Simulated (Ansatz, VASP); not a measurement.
## KBr: VASP beside Ansatz

```xyz
2
Lattice="4.0435 0.0000 0.0000 0.0000 4.0435 0.0000 0.0000 0.0000 4.0435" Properties=species:S:1:pos:R:3 pbc="T T T"
K     0.0000    0.0000   -0.1500
Br    2.0217    2.0217    2.0217
```

Alike in both runs: task single point; functional LDA; k mesh 6 × 6 × 6; occupations gaussian, width 0.05 eV; no spin polarisation.

```csv
,VASP,Ansatz
version,VASP 6.6.1,Ansatz 0.2.0
potentials or method,"VASP PAW LDA potentials, release 64 (K_sv, Br), cutoff 520 eV","scalar-relativistic, plane waves, PAW"
valence electrons in the cell,16,16
```

VASP gave:

| Quantity | Value |
| --- | --- |
| gap on the k mesh at the Fermi level (eV) | 3.49 |
| least direct gap on the mesh (eV) | 3.76 |
| pressure (GPa) | -2.5 |
| rms of the force components (eV/Å) | 0.026 |

Question: Which values does Ansatz return?

Answer: gap on the k mesh at the Fermi level (eV): 3.48; least direct gap on the mesh (eV): 3.75; pressure (GPa): -2.5; rms of the force components (eV/Å): 0.024.

LDA's correlation is that of Perdew and Zunger in VASP and of Perdew and Wang (1992) in Ansatz. Atom by atom the forces differ by 0.002 eV/Å (rms over components).
